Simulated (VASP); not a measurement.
# PbO2 (Pnnm) in VASP: notebook

PbO2 is run at these levels: LDA; tasks: relaxation of cell and atoms, single point.

Program: VASP 6.6.1. These are calculated values, not measurements. Logs are shortened: lines on timing, memory, paths and dates and some standing lists are left out, and cuts for length are marked.

## 1. The cell of the first run

The typed cell holds 6 atoms: a = 4.935 Å, b = 4.937 Å, c = 3.389 Å, α = 90.00°, β = 90.00°, γ = 90.00°.

## 2. Relaxation of cell and atoms, LDA

INCAR reads:

```
SYSTEM = PbO2
  PREC = Accurate
  ENCUT = 600
  EDIFF = 1E-7
  ISMEAR = 0
  SIGMA = 0.1
  LREAL = .FALSE.
  LASPH = .TRUE.
  NELM = 120
  ALGO = Normal
  ISIF = 3
  LWAVE = .FALSE.
  LCHARG = .FALSE.
  GGA = CA
  IBRION = 2
  NSW = 80
  EDIFFG = -0.01
  GGA_COMPAT = .FALSE.
  NELMIN = 4
```

KPOINTS reads:

```
regular mesh
0
G
  8 8 10
  0 0 0
```

POSCAR reads:

```
PbO2
1.0
    4.9345698160      0.0000000000      0.0000000000
    0.0000000000      4.9366452727      0.0000000000
    0.0000000000      0.0000000000      3.3893869458
Pb O
2 4
Direct
    0.5000000000      0.5000000000      0.5000000000
    0.0000000000      0.0000000000      0.0000000000
    0.3069575354      0.3078986892      0.0000000000
    0.8069575354      0.1921013108      0.5000000000
    0.1930424646      0.8078986892      0.5000000000
    0.6930424646      0.6921013108      0.0000000000
```

Potentials or basis: VASP PAW LDA potentials, release 64 (Pb_d, O).

Launch:

```sh
$ cat potpaw_LDA.64/Pb_d/POTCAR potpaw_LDA.64/O/POTCAR > POTCAR
$ mpirun -np 1 vasp_std > vasp.out
```

OUTCAR:

```text
SYSTEM = PbO2
   PREC = Accurate
   ENCUT = 600
   EDIFF = 1E-7
   ISMEAR = 0
   LREAL = .FALSE.
   LASPH = .TRUE.
   NELM = 120
   ISIF = 3
   GGA = CA
   IBRION = 2
   NSW = 80
   EDIFFG = -0.01
   NELMIN = 4

 ion  position               nearest neighbor table
   1  0.500  0.500  0.500-   4 2.15   5 2.15   3 2.16   6 2.16   3 2.16   6 2.16   2 3.88   2 3.88
                             2 3.88   2 3.88   2 3.88   2 3.88   2 3.88   2 3.88
   2  0.000  0.000  0.000-   3 2.15   6 2.15   5 2.16   4 2.16   4 2.16   5 2.16   1 3.88   1 3.88
                             1 3.88   1 3.88   1 3.88   1 3.88   1 3.88   1 3.88
   3  0.307  0.308  0.000-   2 2.15   1 2.16   1 2.16
   4  0.807  0.192  0.500-   1 2.15   2 2.16   2 2.16
   5  0.193  0.808  0.500-   1 2.15   2 2.16   2 2.16
   6  0.693  0.692  0.000-   2 2.15   1 2.16   1 2.16

  LATTYP: Found a simple orthorhombic cell.
 ALAT       =     3.3893869458
 B/A-ratio  =     1.4558886002
 C/A-ratio  =     1.4565009400

  Lattice vectors:

 A1 = (   0.0000000000,   0.0000000000,   3.3893869458)
 A2 = (   4.9345698160,   0.0000000000,   0.0000000000)
 A3 = (   0.0000000000,   4.9366452727,   0.0000000000)

Analysis of symmetry for initial positions (statically):
=====================================================================
 Subroutine PRICEL returns:
 Original cell was already a primitive cell.

 Routine SETGRP: Setting up the symmetry group for a
 simple orthorhombic supercell.

 Subroutine GETGRP returns: Found  8 space group operations
 (whereof  4 operations were pure point group operations)
 out of a pool of  8 trial point group operations.

The static configuration has the point symmetry C_2h.
 The point group associated with its full space group is D_2h.

Analysis of symmetry for dynamics (positions and initial velocities):
=====================================================================
 Subroutine PRICEL returns:
 Original cell was already a primitive cell.

 Routine SETGRP: Setting up the symmetry group for a
 simple orthorhombic supercell.

 Subroutine GETGRP returns: Found  8 space group operations
 (whereof  4 operations were pure point group operations)
 out of a pool of  8 trial point group operations.

The dynamic configuration has the point symmetry C_2h.
 The point group associated with its full space group is D_2h.

 Subroutine INISYM returns: Found  8 space group operations
[... 112 lines left out ...]
   ISYM   =      2    0-nonsym 1-usesym 2-fastsym
   POTIM  = 0.5000    time-step for ionic-motion
   TEBEG  =    0.0;   TEEND  =   0.0 temperature during run
   PSTRESS=    0.0 pullay stress
   NELECT =      52.0000    total number of electrons
   NUPDOWN=      -1.0000    fix difference up-down
   EMIN   =  10.00;   EMAX   =-10.00  energy-range for DOS
   EFERMI =   0.00;   METHOD = LEGACY
   ISMEAR =     0;   SIGMA  =   0.10  broadening in eV -4-tet -1-fermi 0-gaus
   EFERMI_NEDOS =   21; number of points for ismear=-14 and -15
   IALGO  =     38    algorithm
   IMIX   =      4    mixing-type and parameters
     AMIX     =   0.40;   BMIX     =  1.00
     AMIX_MAG =   1.60;   BMIX_MAG =  1.00
  volume/ion in A,a.u.               =      13.76        92.86
  Fermi-wavevector in a.u.,A,eV,Ry     =   1.403272  2.651799 26.792211  1.969172
  Thomas-Fermi vector in A             =   2.525950
   LORBIT       =      0    0 simple, 1 ext, 2 COOP (PROOUT), +10 PAW based schemes
   GGA     = CA    functional components
   LHFCALC =     F    Hartree Fock is set to
   AEXX    =    0.0000 exact exchange contribution
   IVDW    =     0    specifies the selected vdW correction
   LEPSILON=     F    determine dielectric tensor
   LRPA    =     F    only Hartree local field effects (RPA)
 conjugate gradient relaxation of ions
 non-spin polarized calculation
 Gauss-broadening in eV      SIGMA  =   0.10
  energy-cutoff  :      600.00
  volume of cell :       82.57
 maximum number of plane-waves:      2794
 NGX is ok and might be reduce to    40
   NGX = 19   NGY = 19   NGZ = 13

--------------------------------------- Ionic step        1  -------------------------------------------

 number of electron      52.0000009 magnetization

 Free energy of the ion-electron system (eV)
  ---------------------------------------------------
  ext. energy  EPLUGINS =         0.00000000
  ---------------------------------------------------
  free energy    TOTEN  =       -36.65978052 eV

  energy without entropy =      -36.65806392  energy(sigma->0) =      -36.65892222

------------------------ aborting loop because EDIFF is reached ----------------------------------------

  FORCE on cell =-STRESS in cart. coord.  units (eV):
  Direction    XX          YY          ZZ          XY          YZ          ZX
  --------------------------------------------------------------------------------------
  -------------------------------------------------------------------------------------
  Total        0.1881711      0.1857949      0.3229188      0.0000000      0.0000000      0.0000000
  in kB        3.6514146      3.6053046      6.2661618      0.0000000      0.0000000      0.0000000
  external PRESSURE =       4.5076270 kB  Pullay stress =       0.0000000 kB
[... 67 lines left out ...]
--------------------------------------- Ionic step        3  -------------------------------------------

 number of electron      52.0000008 magnetization

 Free energy of the ion-electron system (eV)
  ---------------------------------------------------
  ext. energy  EPLUGINS =         0.00000000
  ---------------------------------------------------
  free energy    TOTEN  =       -36.66015189 eV

  energy without entropy =      -36.65838096  energy(sigma->0) =      -36.65926643

 E-fermi :   4.2428     XC(G=0): -11.2965

 val. band max:        4.2330248344   @ k =   0.0000   0.1250   0.0000
 cond. band min:       4.2523204120   @ k =   0.0000   0.0000   0.1000
 fundamental gap:      0.0192955776
 Fermi energy:         4.2427793311

 k-point     1 :       0.0000    0.0000    0.0000
  band No.  band energies     occupation
      1     -14.0183      2.00000
      2     -13.8990      2.00000
      3     -12.0603      2.00000
      4     -12.0589      2.00000
      5     -11.3369      2.00000
      6     -11.1030      2.00000
[... 805 lines left out ...]
     30      10.8570      0.00000
     31      14.2527      0.00000

 [... further k-points ...]

------------------------ aborting loop because EDIFF is reached ----------------------------------------

  FORCE on cell =-STRESS in cart. coord.  units (eV):
  Direction    XX          YY          ZZ          XY          YZ          ZX
  --------------------------------------------------------------------------------------
  -------------------------------------------------------------------------------------
  Total       -0.0153622     -0.0173977      0.0126953     -0.0000000      0.0000000      0.0000000
  in kB       -0.2972560     -0.3366440      0.2456528     -0.0000000      0.0000000      0.0000000
  external PRESSURE =      -0.1294157 kB  Pullay stress =       0.0000000 kB
[... 21 lines left out ...]
  FREE ENERGIE OF THE ION-ELECTRON SYSTEM (eV)
  ---------------------------------------------------
  free  energy   TOTEN  =       -36.6601518949 eV

  energy  without entropy=      -36.6583809619  energy(sigma->0) =      -36.65926643

 reached required accuracy - stopping structural energy minimisation
```

OSZICAR:

```text
N       E                     dE             d eps       ncg     rms          rms(c)
DAV:   1     0.723765394575E+03    0.72377E+03   -0.28759E+04  9315   0.227E+03
DAV:   2     0.607701030130E+02   -0.66300E+03   -0.64023E+03 10114   0.591E+02
[... 25 lines left out ...]
DAV:   1    -0.366633017422E+02   -0.35043E-02   -0.11287E-01 11613   0.532E+00    0.353E-01
DAV:   2    -0.366606087107E+02    0.26930E-02   -0.82731E-03 12334   0.120E+00    0.113E-01
DAV:   3    -0.366601680490E+02    0.44066E-03   -0.11889E-03 12842   0.809E-01    0.260E-02
DAV:   4    -0.366601516151E+02    0.16434E-04   -0.17668E-04 14659   0.209E-01    0.848E-03
DAV:   5    -0.366601523085E+02   -0.69341E-06   -0.20940E-05 13056   0.486E-02    0.283E-03
DAV:   6    -0.366601519300E+02    0.37849E-06   -0.16371E-06 11868   0.339E-02    0.104E-03
DAV:   7    -0.366601518949E+02    0.35114E-07   -0.31339E-07  8581   0.518E-03
   3 F= -.36660152E+02 E0= -.36659266E+02  d E =-.371376E-03
```

Run time: 11 min. Hardware: 1 thread of Intel Xeon Platinum 8375C at 2.90GHz (Ice Lake), shared host; peak memory 0.45 GiB.

Results:

```yaml
Free_energy: -36.6602 eV
Relaxed_volume: 13.80 Å³/atom
Relaxed_cell: a = 4.938 Å, b = 4.940 Å, c = 3.394 Å, α = 90.00°, β = 90.00°, γ = 90.00°
Space_group_after_relaxing_to_0.1_Å: P4_2/mnm (No. 136)
Energy_gained_by_relaxing: 0.1 meV/atom
Ionic_steps: 3
Pressure_after_relaxing: 0.0 GPa
Largest_force_after_relaxing: 0.004 eV/Å
Band_gap_on_the_k_mesh: 0.01 eV (least direct gap 0.03 eV)
```

Forces in eV/Å, atoms in the order of the input:
```
Pb   0.000  0.000  0.000
Pb   0.000  0.000  0.000
O   -0.003 -0.002  0.000
O   -0.003  0.002  0.000
O    0.003 -0.002  0.000
O    0.003  0.002  0.000
```

Step by step:
| step | energy change (eV) | largest force (eV/Å) | pressure (GPa) | volume (Å³) |
| --- | --- | --- | --- | --- |
| 1 | 0.0000 | 0.0188 | 0.45 | 82.57 |
| 2 | 0.0000 | 0.0108 | -0.46 | 83.03 |
| 3 | -0.0004 | 0.0037 | -0.01 | 82.80 |

Final structure:
```
Pb O
1.0
     4.93834    0.00000    0.00000
     0.00000    4.94037    0.00000
     0.00000    0.00000    3.39384
Pb O
2 4
Cartesian
  2.4692 2.4702 1.6969
  0.0000 0.0000 0.0000
  1.5155 1.5208 0.0000
  3.9847 0.9494 1.6969
  0.9536 3.9910 1.6969
  3.4228 3.4196 0.0000
```

Caveat: the smearing spreads over this small gap; spin-orbit coupling is left out, which moves the levels of the heavy elements.

## 3. Single point, LDA

INCAR reads:

```
PREC = Accurate
ENCUT = 520
EDIFF = 1E-7
ISMEAR = 0
SIGMA = 0.1
LREAL = False
LASPH = True
NELM = 100
ALGO = Normal
ISIF = 2
LWAVE = False
LCHARG = False
GGA = CA
NBANDS = 35
```

KPOINTS reads:

```
regular mesh
0
Gamma
  8 8 10
```

POSCAR reads:

```
PbO2
1.0
    4.9366380049      0.0000000000      0.0000000000
    0.0000000000      4.9384680405      0.0000000000
    0.0000000000      0.0000000000      3.3896724090
Pb O
2 4
Direct
    0.5000000000      0.5000000000      0.5000000000
    0.0000000000      0.0000000000      0.0000000000
    0.3068681438      0.3078525264      0.0000000000
    0.8068681438      0.1921474736      0.5000000000
    0.1931318562      0.8078525264      0.5000000000
    0.6931318562      0.6921474736      0.0000000000
```

Potentials or basis: VASP PAW LDA potentials, release 64 (Pb_d, O).

Launch:

```sh
$ cat potpaw_LDA.64/Pb_d/POTCAR potpaw_LDA.64/O/POTCAR > POTCAR
$ mpirun -np 1 vasp_std > vasp.out
```

Run time: 4 min. Hardware: 1 thread of AMD EPYC 9R45 (Zen 5), shared host; peak memory 0.38 GiB.

It converged, with:

```
Free energy            : -36.6514 eV
Pressure               : 0.5 GPa
Largest force          : 0.010 eV/Å
Band gap on the k mesh : 0.01 eV (least direct gap 0.05 eV)
```

Forces on the atoms (eV/Å):
```
Pb   0.000  0.000  0.000
Pb   0.000  0.000  0.000
O   -0.007 -0.007  0.000
O   -0.007  0.007  0.000
O    0.007 -0.007  0.000
O    0.007  0.007  0.000
```

Stress tensor (GPa, compression positive):
```
0.37 0.00 0.00
0.00 0.37 0.00
0.00 0.00 0.63
```

Levels at points of the mesh, in eV from the valence-band top:
```tsv
k point	band 23	band 24	band 25	band 26	band 27	band 28	band 29	band 30
(0.00, 0.00, 0.00)	-0.65	-0.64	-0.62	-0.62	0.07	4.33	5.73	5.73
(0.50, 0.00, 0.00)	-0.67	-0.67	-0.41	-0.41	2.56	2.56	6.33	6.33
(0.00, 0.50, 0.00)	-0.67	-0.67	-0.41	-0.41	2.57	2.57	6.34	6.34
(0.50, 0.50, 0.00)	-0.68	-0.68	-0.51	-0.51	2.96	2.96	6.69	6.69
(0.00, 0.00, 0.50)	-1.21	-1.21	-0.84	-0.84	3.88	3.88	8.83	8.83
(0.50, 0.00, 0.50)	-0.85	-0.85	-0.19	-0.19	4.21	4.21	7.32	7.32
(0.00, 0.50, 0.50)	-0.85	-0.85	-0.19	-0.19	4.21	4.21	7.32	7.32
(0.50, 0.50, 0.50)	-0.72	-0.72	-0.56	-0.56	2.92	2.92	8.17	8.17
```

Caveat: the smearing spreads over this small gap; spin-orbit coupling is left out, which moves the levels of the heavy elements.

## 4. Single point, LDA

INCAR reads:

```
SYSTEM = PbO2
  PREC = Accurate
  ENCUT = 520
  EDIFF = 1E-6
  ISMEAR = 0
  SIGMA = 0.01
  LREAL = .False.
  LASPH = .True.
  NELM = 80
  ALGO = Normal
  ISIF = 2
  LWAVE = .False.
  LCHARG = .False.
  NBANDS = 35
```

KPOINTS reads:

```
regular mesh
0
Gamma
  8 8 10
  0 0 0
```

POSCAR reads:

```
PbO2
1.0
    4.9345698160      0.0000000000      0.0000000000
    0.0000000000      4.9366452727      0.0000000000
    0.0000000000      0.0000000000      3.3893869458
Pb O
2 4
Direct
    0.5000000000      0.5000000000      0.5000000000
    0.0000000000      0.0000000000      0.0000000000
    0.3069575354      0.3078986892      0.0000000000
    0.8069575354      0.1921013108      0.5000000000
    0.1930424646      0.8078986892      0.5000000000
    0.6930424646      0.6921013108      0.0000000000
```

Launch:

```sh
$ cat potpaw_LDA.64/Pb_d/POTCAR potpaw_LDA.64/O/POTCAR > POTCAR
$ mpirun -np 1 vasp_std > vasp.out
```

Run time: 3.7 min. Hardware: 1 thread of AMD EPYC 9R45 (Zen 5), shared host; peak memory 0.38 GiB.

Results (log left out):

| Quantity | Value |
| --- | --- |
| Free energy | -36.6501 eV |
| Pressure | 0.6 GPa |
| Largest force | 0.018 eV/Å |
| Band gap on the k mesh | 0.01 eV (least direct gap 0.05 eV) |

Forces in eV/Å, atoms in the order of the input:
```
Pb   0.000  0.000  0.000
Pb   0.000  0.000  0.000
O   -0.013 -0.012  0.000
O   -0.013  0.012  0.000
O    0.013 -0.012  0.000
O    0.013  0.012  0.000
```

Stress tensor (GPa, compression positive):
```
0.50 0.00 0.00
0.00 0.50 0.00
0.00 0.00 0.74
```

Levels at points of the mesh, in eV from the valence-band top:
| k point | band 24 | band 25 | band 26 | band 27 | band 28 | band 29 |
| --- | --- | --- | --- | --- | --- | --- |
| (0.00, 0.00, 0.00) | -0.64 | -0.62 | -0.62 | 0.07 | 4.33 | 5.73 |
| (0.50, 0.00, 0.00) | -0.67 | -0.41 | -0.41 | 2.57 | 2.57 | 6.33 |
| (0.00, 0.50, 0.00) | -0.67 | -0.42 | -0.42 | 2.57 | 2.57 | 6.34 |
| (0.50, 0.50, 0.00) | -0.68 | -0.51 | -0.51 | 2.96 | 2.96 | 6.70 |
| (0.00, 0.00, 0.50) | -1.22 | -0.84 | -0.84 | 3.89 | 3.89 | 8.83 |
| (0.50, 0.00, 0.50) | -0.85 | -0.19 | -0.19 | 4.22 | 4.22 | 7.33 |
| (0.00, 0.50, 0.50) | -0.85 | -0.19 | -0.19 | 4.22 | 4.22 | 7.32 |
| (0.50, 0.50, 0.50) | -0.72 | -0.56 | -0.56 | 2.93 | 2.93 | 8.18 |

Caveat: spin-orbit coupling is left out, which moves the levels of the heavy elements. A k mesh can miss the band edges.

## 5. Summary

```tsv
task	cell	cutoff (eV)	smearing	gap on the mesh (eV)	pressure (GPa)	largest force (eV/Å)
relaxation of cell and atoms	relaxed from a = 4.935, b = 4.937, c = 3.389 Å, 6 atoms	600	gaussian 0.1 eV	0.01	0.0	-
single point	a = 4.937, b = 4.938, c = 3.390 Å, 6 atoms	520	gaussian 0.1 eV	0.01	0.5	0.01
single point	a = 4.935, b = 4.937, c = 3.389 Å, 6 atoms	520	gaussian 0.01 eV	0.01	0.6	0.02
```

Alike in all rows: level LDA; potentials or basis VASP PAW LDA potentials, release 64 (Pb_d, O); no spin polarisation; k mesh 8 × 8 × 10.

Caveats: spin-orbit coupling is left out, which moves the levels of the heavy elements; the smearing spreads over this small gap (at least some runs).

Total energies depend on the potentials used, so only differences within one code and one set of settings carry meaning.

The gap in the log of VASP goes by the Fermi energy; the results here count the filled bands.